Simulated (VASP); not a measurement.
# CsBr (Pm-3m) in VASP: single point with LDA

Aim: the single point of CsBr with LDA.

All numbers are computed with VASP 6.6.1; they aren't measurements. Logs are shortened: lines on timing, memory, paths and dates and some standing lists are left out, and cuts for length are marked.

### Step 1. The cell of the first run

Symmetry: Pm-3m, No. 221, cubic system. The conventional cell has a = 4.318 Å, b = 4.318 Å, c = 4.318 Å, α = 90.00°, β = 90.00°, γ = 90.00°. Within 4.9 Å of Cs (site symmetry m-3m) lie 8 Br at 3.74 Å and 6 Cs at 4.32 Å. Br (site symmetry m-3m) has 8 Cs at 3.74 Å and 6 Br at 4.32 Å within 4.9 Å.

### Step 2. Single point, LDA

The input, INCAR:

```
PREC = Accurate
ENCUT = 500
EDIFF = 1E-6
ISMEAR = -1
SIGMA = 0.1
LREAL = False
LASPH = True
NELM = 120
ALGO = Normal
ISIF = 2
LWAVE = False
LCHARG = True
GGA = CA
LELF = True
LVHAR = True
NBANDS = 15
GGA_COMPAT = False
```

The input, KPOINTS:

```
regular mesh
0
Gamma
  6 6 6
```

The input, POSCAR:

```
CsBr
1.0
    4.3181060000      0.0000000000      0.0000000000
    0.0000000000      4.3181060000      0.0000000000
    0.0000000000      0.0000000000      4.3181060000
Cs Br
1 1
Direct
    0.0000000000      0.0000000000      0.0000000000
    0.5000000000      0.5000000000      0.5000000000
```

Potentials or basis: VASP PAW LDA potentials, release 64 (Cs_sv, Br).

Run with:

```sh
$ cat potpaw_LDA.64/Cs_sv/POTCAR potpaw_LDA.64/Br/POTCAR > POTCAR
$ mpirun -np 1 vasp_std > vasp.out
```

OUTCAR:

```text
PREC = Accurate
   ENCUT = 500
   EDIFF = 1E-6
   ISMEAR = -1
   LREAL = False
   LASPH = True
   NELM = 120
   ISIF = 2
   GGA = CA

 ion  position               nearest neighbor table
   1  0.000  0.000  0.000-
   2  0.500  0.500  0.500-

  LATTYP: Found a simple cubic cell.
 ALAT       =     4.3181060000

  Lattice vectors:

 A1 = (   4.3181060000,   0.0000000000,   0.0000000000)
 A2 = (   0.0000000000,   4.3181060000,   0.0000000000)
 A3 = (   0.0000000000,   0.0000000000,   4.3181060000)

Analysis of symmetry for initial positions (statically):
=====================================================================
 Subroutine PRICEL returns:
 Original cell was already a primitive cell.

 Routine SETGRP: Setting up the symmetry group for a
 simple cubic supercell.

 Subroutine GETGRP returns: Found 48 space group operations
 (whereof 48 operations were pure point group operations)
 out of a pool of 48 trial point group operations.

The static configuration has the point symmetry O_h .

Analysis of symmetry for dynamics (positions and initial velocities):
=====================================================================
 Subroutine PRICEL returns:
 Original cell was already a primitive cell.

 Routine SETGRP: Setting up the symmetry group for a
 simple cubic supercell.

 Subroutine GETGRP returns: Found 48 space group operations
 (whereof 48 operations were pure point group operations)
 out of a pool of 48 trial point group operations.

The dynamic configuration has the point symmetry O_h .

 Subroutine INISYM returns: Found 48 space group operations
 (whereof 48 operations are pure point group operations),
 and found     1 'primitive' translations

----------------------------------------------------------------------------------------

                                     Primitive cell

  volume of cell :      80.5156

  direct lattice vectors                    reciprocal lattice vectors
     4.318106000  0.000000000  0.000000000     0.231583013  0.000000000  0.000000000
     0.000000000  4.318106000  0.000000000     0.000000000  0.231583013  0.000000000
     0.000000000  0.000000000  4.318106000     0.000000000  0.000000000  0.231583013

  length of vectors
     4.318106000  4.318106000  4.318106000     0.231583013  0.231583013  0.231583013

[... 80 lines left out ...]
   NFREE  =      0    steps in history (QN), initial steepest desc. (CG)
   ISIF   =      2    stress and relaxation
   ISYM   =      2    0-nonsym 1-usesym 2-fastsym
   POTIM  = 0.5000    time-step for ionic-motion
   TEBEG  =    0.0;   TEEND  =   0.0 temperature during run
   PSTRESS=    0.0 pullay stress
   NELECT =      16.0000    total number of electrons
   NUPDOWN=      -1.0000    fix difference up-down
   EMIN   =  10.00;   EMAX   =-10.00  energy-range for DOS
   EFERMI =   0.00;   METHOD = LEGACY
   ISMEAR =    -1;   SIGMA  =   0.10  broadening in eV -4-tet -1-fermi 0-gaus
   EFERMI_NEDOS =   21; number of points for ismear=-14 and -15
   IALGO  =     38    algorithm
   IMIX   =      4    mixing-type and parameters
     AMIX     =   0.40;   BMIX     =  1.00
     AMIX_MAG =   1.60;   BMIX_MAG =  1.00
  volume/ion in A,a.u.               =      40.26       271.67
  Fermi-wavevector in a.u.,A,eV,Ry     =   0.955333  1.805318 12.417513  0.912661
  Thomas-Fermi vector in A             =   2.084161
   LORBIT       =      0    0 simple, 1 ext, 2 COOP (PROOUT), +10 PAW based schemes
   GGA     = CA    functional components
   LHFCALC =     F    Hartree Fock is set to
   AEXX    =    0.0000 exact exchange contribution
   IVDW    =     0    specifies the selected vdW correction
   LEPSILON=     F    determine dielectric tensor
   LRPA    =     F    only Hartree local field effects (RPA)
 non-spin polarized calculation
  energy-cutoff  :      500.00
  volume of cell :       80.52
 maximum number of plane-waves:      2054
 NGX is ok and might be reduce to    32
   NGX = 15   NGY = 15   NGZ = 15

 number of electron      16.0000001 magnetization

 Free energy of the ion-electron system (eV)
  ---------------------------------------------------
  ext. energy  EPLUGINS =         0.00000000
  ---------------------------------------------------
  free energy    TOTEN  =        -6.73319719 eV

  energy without entropy =       -6.73319719  energy(sigma->0) =       -6.73319719

 E-fermi :   1.7098     XC(G=0):  -8.3212

 val. band max:       -0.5221973519   @ k =   0.5000   0.5000   0.0000
 cond. band min:       3.5330838377   @ k =   0.0000   0.0000   0.0000
 fundamental gap:      4.0552811896
 Fermi energy:         1.7097781144

 k-point     1 :       0.0000    0.0000    0.0000
  band No.  band energies     occupation
      1     -20.2713      2.00000
      2     -12.8907      2.00000
      3      -6.8685      2.00000
      4      -6.8685      2.00000
      5      -6.8685      2.00000
      6      -0.5290      2.00000
      7      -0.5290      2.00000
      8      -0.5290      2.00000
      9       3.5331      0.00000
     10       4.1687      0.00000
     11       4.1687      0.00000
     12       8.4436      0.00000
     13       8.4436      0.00000
     14       8.4436      0.00000
[... 329 lines left out ...]
      2     -12.7168      2.00000
      3      -7.2733      2.00000
      4      -7.2733      2.00000
      5      -7.2733      2.00000
      6      -1.7046      2.00000
      7      -1.7046      2.00000
      8      -1.7046      2.00000
      9       7.5454      0.00000
     10       7.5454      0.00000
     11       7.5454      0.00000
     12       8.2726      0.00000
     13       8.2726      0.00000
     14       8.2726      0.00000
     15      10.6960      0.00000

------------------------ aborting loop because EDIFF is reached ----------------------------------------

  FORCE on cell =-STRESS in cart. coord.  units (eV):
  Direction    XX          YY          ZZ          XY          YZ          ZX
  --------------------------------------------------------------------------------------
  -------------------------------------------------------------------------------------
  Total       -0.9400303     -0.9400303     -0.9400303      0.0000000     -0.0000000      0.0000000
  in kB      -18.7056390    -18.7056390    -18.7056390      0.0000000     -0.0000000      0.0000000
  external PRESSURE =     -18.7056390 kB  Pullay stress =       0.0000000 kB

 VOLUME and BASIS-vectors are now :
 -----------------------------------------------------------------------------
  energy-cutoff  :      500.00
  volume of cell :       80.52
      direct lattice vectors                 reciprocal lattice vectors
     4.318106000  0.000000000  0.000000000     0.231583013  0.000000000  0.000000000
     0.000000000  4.318106000  0.000000000     0.000000000  0.231583013  0.000000000
     0.000000000  0.000000000  4.318106000     0.000000000  0.000000000  0.231583013

 POSITION                                       TOTAL-FORCE (eV/Angst)
 -----------------------------------------------------------------------------------
      0.00000      0.00000      0.00000         0.000000      0.000000      0.000000
      2.15905      2.15905      2.15905         0.000000      0.000000      0.000000
 -----------------------------------------------------------------------------------
    total drift:                                0.000000      0.000000     -0.000000

  FREE ENERGIE OF THE ION-ELECTRON SYSTEM (eV)
  ---------------------------------------------------
  free  energy   TOTEN  =        -6.7331971883 eV

  energy  without entropy=       -6.7331971879  energy(sigma->0) =       -6.73319719
```

stdout:

```text
POSCAR found type information on POSCAR CsBr
 POSCAR found :  2 types and       2 ions
 scaLAPACK will be used
 LDA part: xc-table for (Slater(with rela. corr.)+CA(PZ))
 , standard interpolation
 POSCAR, INCAR and KPOINTS ok, starting setup
 FFT: planning ... GRIDC
 FFT: planning ... GRID_SOFT
 FFT: planning ... GRID
 WAVECAR not read
 entering main loop
```

Run time: 21 s. Hardware: 1 thread of Intel Xeon Platinum 8259CL at 2.50GHz (Skylake/Cascade Lake), shared host; peak memory 0.16 GiB.

What came out:

```yaml
Free_energy: -6.7332 eV
Pressure: -1.9 GPa
Band_gap_on_the_k_mesh: 4.06 eV (least direct gap 4.06 eV)
```

Caveat: spin-orbit coupling is left out, which moves the levels of the heavy elements. A hybrid or GW would open this gap; LDA tends to underestimate it.
